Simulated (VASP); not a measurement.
# Y (Fm-3m) in VASP: a series of runs

The runs below take Y through single point, with LDA.

Everything below comes from runs of VASP 6.6.1. Logs are shortened: lines on timing, memory, paths and dates and some standing lists are left out, and cuts for length are marked.

## 1. The cell of the first run

It takes space group Fm-3m (No. 225, cubic). Conventional cell: a = 5.003 Å, b = 5.003 Å, c = 5.003 Å, α = 90.00°, β = 90.00°, γ = 90.00°. Y (site symmetry m-3m) has 12 Y at 3.54 Å within 4.6 Å.

## 2. Single point, LDA (volume scaled by 1.02)

INCAR

```
PREC     = Accurate       # precision mode
ENCUT    = 520            # plane-wave cutoff, eV
EDIFF    = 1E-6           # SCF threshold, eV
ISMEAR   = -1             # smearing method
SIGMA    = 0.05           # smearing width, eV
LREAL    = F              # projectors in reciprocal space
LASPH    = T              # aspherical terms in the spheres
NELM     = 100            # most SCF steps
ALGO     = Normal         # electronic algorithm
ISIF     = 2              # what is computed and relaxed
LWAVE    = F              # write WAVECAR
LCHARG   = F              # write CHGCAR
GGA      = CA             # functional
NBANDS   = 12             # bands
```

KPOINTS

```
regular mesh
0
Gamma
  13 13 13
```

POSCAR

```
Y
1.0
    0.0000000000      2.5014574333      2.5014574333
    2.5014574333      0.0000000000      2.5014574333
    2.5014574333      2.5014574333      0.0000000000
Y
1
Direct
    0.0000000000      0.0000000000      0.0000000000
```

Potentials or basis: VASP PAW LDA potentials, release 64 (Y_sv).

Command:

```sh
cat potpaw_LDA.64/Y_sv/POTCAR > POTCAR
mpirun -np 1 vasp_std > vasp.out
```

OUTCAR:

```text
PREC = Accurate
   ENCUT = 520
   EDIFF = 1E-6
   ISMEAR = -1
   LREAL = F
   LASPH = T
   NELM = 100
   ISIF = 2
   GGA = CA

 ion  position               nearest neighbor table
   1  0.000  0.000  0.000-

  LATTYP: Found a face centered cubic cell.
 ALAT       =     5.0029148666

  Lattice vectors:

 A1 = (   0.0000000000,   2.5014574333,   2.5014574333)
 A2 = (   2.5014574333,   0.0000000000,   2.5014574333)
 A3 = (   2.5014574333,   2.5014574333,   0.0000000000)

Analysis of symmetry for initial positions (statically):
=====================================================================
 Subroutine PRICEL returns:
 Original cell was already a primitive cell.

 Routine SETGRP: Setting up the symmetry group for a
 face centered cubic supercell.

 Subroutine GETGRP returns: Found 48 space group operations
 (whereof 48 operations were pure point group operations)
 out of a pool of 48 trial point group operations.

The static configuration has the point symmetry O_h .

Analysis of symmetry for dynamics (positions and initial velocities):
=====================================================================
 Subroutine PRICEL returns:
 Original cell was already a primitive cell.

 Routine SETGRP: Setting up the symmetry group for a
 face centered cubic supercell.

 Subroutine GETGRP returns: Found 48 space group operations
 (whereof 48 operations were pure point group operations)
 out of a pool of 48 trial point group operations.

The dynamic configuration has the point symmetry O_h .

 Subroutine INISYM returns: Found 48 space group operations
 (whereof 48 operations are pure point group operations),
 and found     1 'primitive' translations

----------------------------------------------------------------------------------------

                                     Primitive cell

  volume of cell :      31.3047

  direct lattice vectors                    reciprocal lattice vectors
     0.000000000  2.501457433  2.501457433    -0.199883473  0.199883473  0.199883473
     2.501457433  0.000000000  2.501457433     0.199883473 -0.199883473  0.199883473
     2.501457433  2.501457433  0.000000000     0.199883473  0.199883473 -0.199883473

  length of vectors
     3.537595028  3.537595028  3.537595028     0.346208331  0.346208331  0.346208331

  position of ions in fractional coordinates (direct lattice)
     0.000000000  0.000000000  0.000000000

  ion indices of the primitive-cell ions
   primitive index   ion index
                 1           1

----------------------------------------------------------------------------------------

 KPOINTS: regular mesh

Automatic generation of k-mesh.
 Grid dimensions read from file:
 generate k-points for:   13   13   13

 Generating k-lattice:

  Cartesian coordinates                     Fractional coordinates (reciprocal lattice)
    -0.015375652  0.015375652  0.015375652     0.076923077  0.000000000  0.000000000
     0.015375652 -0.015375652  0.015375652     0.000000000  0.076923077  0.000000000
     0.015375652  0.015375652 -0.015375652     0.000000000  0.000000000  0.076923077

  Length of vectors
     0.026631410  0.026631410  0.026631410

  Shift w.r.t. Gamma in fractional coordinates (k-lattice)
     0.000000000  0.000000000  0.000000000

 Subroutine IBZKPT returns following result:
 ===========================================

 Found     84 irreducible k-points:

 Following reciprocal coordinates:
            Coordinates               Weight
  0.000000  0.000000  0.000000      1.000000
  0.076923  0.000000  0.000000      8.000000
  0.153846  0.000000  0.000000      8.000000
  0.230769  0.000000  0.000000      8.000000
  0.307692  0.000000  0.000000      8.000000
  0.384615  0.000000  0.000000      8.000000
[... 16 lines left out ...]
  0.384615  0.153846  0.000000     24.000000
  0.461538  0.153846  0.000000     24.000000
 [... further k-points ...]
   k-points           NKPTS =     84   k-points in BZ     NKDIM =     84   number of bands    NBANDS=     12
   number of dos      NEDOS =    301   number of ions     NIONS =      1
   total plane-waves  NPLWV =  21952
   dimension x,y,z NGX =    28 NGY =   28 NGZ =   28
   dimension x,y,z NGXF=    56 NGYF=   56 NGZF=   56
   ions per type =               1
   NGX,Y,Z   is equivalent  to a cutoff of  13.16, 13.16, 13.16 a.u.
   NGXF,Y,Z  is equivalent  to a cutoff of  26.32, 26.32, 26.32 a.u.
 SYSTEM =  unknown system
   PREC   = accura    normal or accurate (medium, high low for compatibility)
   ISTART =      0    job   : 0-new  1-cont  2-samecut
   ICHARG =      2    charge: 1-file 2-atom 10-const
   ISPIN  =      1    spin polarized calculation?
   LNONCOLLINEAR =      F non collinear calculations
   LSORBIT =      F    spin-orbit coupling
   LASPH  =      T    aspherical Exc in radial PAW
   ENCUT  =  520.0 eV  38.22 Ry    6.18 a.u.   6.58  6.58  6.58*2*pi/ulx,y,z
   NELM   =    100;   NELMIN=  2; NELMDL= -5     # of ELM steps
   EDIFF  = 0.1E-05   stopping-criterion for ELM
   LREAL  =      F    real-space projection
   EDIFFG = 0.1E-04   stopping-criterion for IOM
   NSW    =      0    number of steps for IOM
   IBRION =     -1    ionic relax: 0-MD 1-quasi-New 2-CG
   NFREE  =      0    steps in history (QN), initial steepest desc. (CG)
   ISIF   =      2    stress and relaxation
   ISYM   =      2    0-nonsym 1-usesym 2-fastsym
   POTIM  = 0.5000    time-step for ionic-motion
   TEBEG  =    0.0;   TEEND  =   0.0 temperature during run
   PSTRESS=    0.0 pullay stress
   NELECT =      11.0000    total number of electrons
   NUPDOWN=      -1.0000    fix difference up-down
   EMIN   =  10.00;   EMAX   =-10.00  energy-range for DOS
   EFERMI =   0.00;   METHOD = LEGACY
   ISMEAR =    -1;   SIGMA  =   0.05  broadening in eV -4-tet -1-fermi 0-gaus
   EFERMI_NEDOS =   21; number of points for ismear=-14 and -15
   IALGO  =     38    algorithm
   IMIX   =      4    mixing-type and parameters
     AMIX     =   0.40;   BMIX     =  1.00
     AMIX_MAG =   1.60;   BMIX_MAG =  1.00
  volume/ion in A,a.u.               =      31.30       211.25
  Fermi-wavevector in a.u.,A,eV,Ry     =   1.155232  2.183072 18.157810  1.334561
  Thomas-Fermi vector in A             =   2.291862
   LORBIT       =      0    0 simple, 1 ext, 2 COOP (PROOUT), +10 PAW based schemes
   GGA     = CA    functional components
   LHFCALC =     F    Hartree Fock is set to
   AEXX    =    0.0000 exact exchange contribution
   IVDW    =     0    specifies the selected vdW correction
   LEPSILON=     F    determine dielectric tensor
   LRPA    =     F    only Hartree local field effects (RPA)
 non-spin polarized calculation
  energy-cutoff  :      520.00
  volume of cell :       31.30
 maximum number of plane-waves:       877
   NGX = 13   NGY = 13   NGZ = 13

 number of electron      10.9999999 magnetization

 Free energy of the ion-electron system (eV)
  ---------------------------------------------------
  ext. energy  EPLUGINS =         0.00000000
  ---------------------------------------------------
  free energy    TOTEN  =        -6.92901102 eV

  energy without entropy =       -6.91694124  energy(sigma->0) =       -6.92297613

 E-fermi :   3.1117     XC(G=0):  -9.8272

 val. band max:        3.1098810841   @ k =   0.4615   0.2308   0.0769
 cond. band min:       3.1132260097   @ k =  -0.2308   0.3846   0.1538
 fundamental gap:      0.0033449256
 Fermi energy:         3.1117351912

 k-point     1 :       0.0000    0.0000    0.0000
  band No.  band energies     occupation
      1     -39.2425      2.00000
      2     -19.0278      2.00000
      3     -19.0278      2.00000
      4     -19.0278      2.00000
      5      -1.6854      2.00000
      6       4.8831      0.00000
      7       4.8831      0.00000
      8       4.8831      0.00000
      9       6.9736      0.00000
     10       6.9736      0.00000
     11      12.2658      0.00000
     12      15.6029      0.00000

 k-point     2 :       0.0769    0.0000    0.0000
  band No.  band energies     occupation
      1     -39.2380      2.00000
      2     -19.0678      2.00000
      3     -19.0328      2.00000
      4     -19.0328      2.00000
      5      -1.5303      2.00000
      6       4.7144      0.00000
      7       4.9557      0.00000
      8       4.9557      0.00000
      9       6.8925      0.00000
     10       6.8925      0.00000
     11      12.6174      0.00000
     12      14.9387      0.00000

 k-point     3 :       0.1538    0.0000    0.0000
  band No.  band energies     occupation
      1     -39.2255      2.00000
      2     -19.1771      2.00000
      3     -19.0465      2.00000
      4     -19.0465      2.00000
      5      -1.0902      2.00000
      6       4.3203      0.00000
      7       5.1128      0.00000
      8       5.1128      0.00000
      9       6.7619      0.00000
     10       6.7619      0.00000
     11      13.2920      0.00000
     12      14.0939      0.00000
[... 286 lines left out ...]
 k-point    23 :       0.3846    0.1538    0.0000
  band No.  band energies     occupation
      1     -39.1733      2.00000
      2     -19.5171      2.00000
      3     -19.1551      2.00000
      4     -19.1424      2.00000
      5       0.9103      2.00000
      6       3.2719      0.07804
      7       4.3874      0.00000
      8       5.4730      0.00000
      9       7.3620      0.00000
     10       8.2450      0.00000
     11      12.3206      0.00000
     12      14.2744      0.00000

 k-point    24 :       0.4615    0.1538    0.0000
  band No.  band energies     occupation
      1     -39.1611      2.00000
      2     -19.6032      2.00000
      3     -19.1869      2.00000
      4     -19.1478      2.00000
      5       1.3929      2.00000
      6       3.2761      0.07197
      7       4.2734      0.00000
      8       5.2983      0.00000
      9       8.2503      0.00000
     10       8.5803      0.00000
     11      11.2352      0.00000
     12      13.5570      0.00000

 [... further k-points ...]
[... 5 lines left out ...]
  --------------------------------------------------------------------------------------
  -------------------------------------------------------------------------------------
  Total       -0.5219722     -0.5219722     -0.5219722      0.0000000      0.0000000      0.0000000
  in kB      -26.7145938    -26.7145938    -26.7145938      0.0000000      0.0000000      0.0000000
  external PRESSURE =     -26.7145938 kB  Pullay stress =       0.0000000 kB

 VOLUME and BASIS-vectors are now :
 -----------------------------------------------------------------------------
  energy-cutoff  :      520.00
  volume of cell :       31.30
      direct lattice vectors                 reciprocal lattice vectors
     0.000000000  2.501457433  2.501457433    -0.199883473  0.199883473  0.199883473
     2.501457433  0.000000000  2.501457433     0.199883473 -0.199883473  0.199883473
     2.501457433  2.501457433  0.000000000     0.199883473  0.199883473 -0.199883473

 POSITION                                       TOTAL-FORCE (eV/Angst)
 -----------------------------------------------------------------------------------
      0.00000      0.00000      0.00000         0.000000      0.000000     -0.000000
 -----------------------------------------------------------------------------------
    total drift:                               -0.000000     -0.000000     -0.000000

  FREE ENERGIE OF THE ION-ELECTRON SYSTEM (eV)
  ---------------------------------------------------
  free  energy   TOTEN  =        -6.9290110181 eV

  energy  without entropy=       -6.9169412356  energy(sigma->0) =       -6.92297613
```

Run time: 24 s. Hardware: 1 thread of Intel Xeon 6975P-C (Granite Rapids), shared host; peak memory 0.18 GiB.

Results:

```yaml
Free_energy: -6.9290 eV
Pressure: -2.7 GPa
```

## 3. Single point, LDA (volume scaled by 1.06)

INCAR

```
SYSTEM = Y
ALGO     = Normal         ! electronic algorithm
EDIFF    = 1E-6           ! SCF threshold, eV
ENCUT    = 520            ! plane-wave cutoff, eV
GGA      = CA             ! functional
ISIF     = 2              ! what is computed and relaxed
ISMEAR   = -1             ! smearing method
LASPH    = .True.         ! aspherical terms in the spheres
LCHARG   = .True.         ! write CHGCAR
LELF     = .True.         ! ELF
LREAL    = .False.        ! projectors in reciprocal space
LVHAR    = .True.       
LWAVE    = .False.        ! write WAVECAR
NBANDS   = 12             ! bands
NELM     = 100            ! most SCF steps
PREC     = Accurate       ! precision mode
SIGMA    = 0.05           ! smearing width, eV
```

KPOINTS

```
k-points
0
Gamma
  13 13 13
  0 0 0
```

POSCAR

```
Y
1.0
    0.0000000000      2.5337378637      2.5337378637
    2.5337378637      0.0000000000      2.5337378637
    2.5337378637      2.5337378637      0.0000000000
Y
1
Direct
    0.0000000000      0.0000000000      0.0000000000
```

Potentials or basis: VASP PAW LDA potentials, release 64 (Y_sv).

Command:

```sh
cat potpaw_LDA.64/Y_sv/POTCAR > POTCAR
mpirun -np 1 vasp_std > vasp.out
```

Wall time 18 s (1 thread of Intel Xeon 6975P-C (Granite Rapids), shared host); peak memory 0.18 GiB.

The run converged. Its results:

| Property | Result |
| --- | --- |
| Free energy | -6.9038 eV |
| Pressure | -4.0 GPa |

Levels at points of the mesh, in eV from the Fermi level:
| k point | band 2 | band 3 | band 4 | band 5 | band 6 | band 7 | band 8 | band 9 |
| --- | --- | --- | --- | --- | --- | --- | --- | --- |
| (0.00, 0.00, 0.00) | -22.27 | -22.27 | -22.27 | -4.74 | 1.73 | 1.73 | 1.73 | 3.72 |
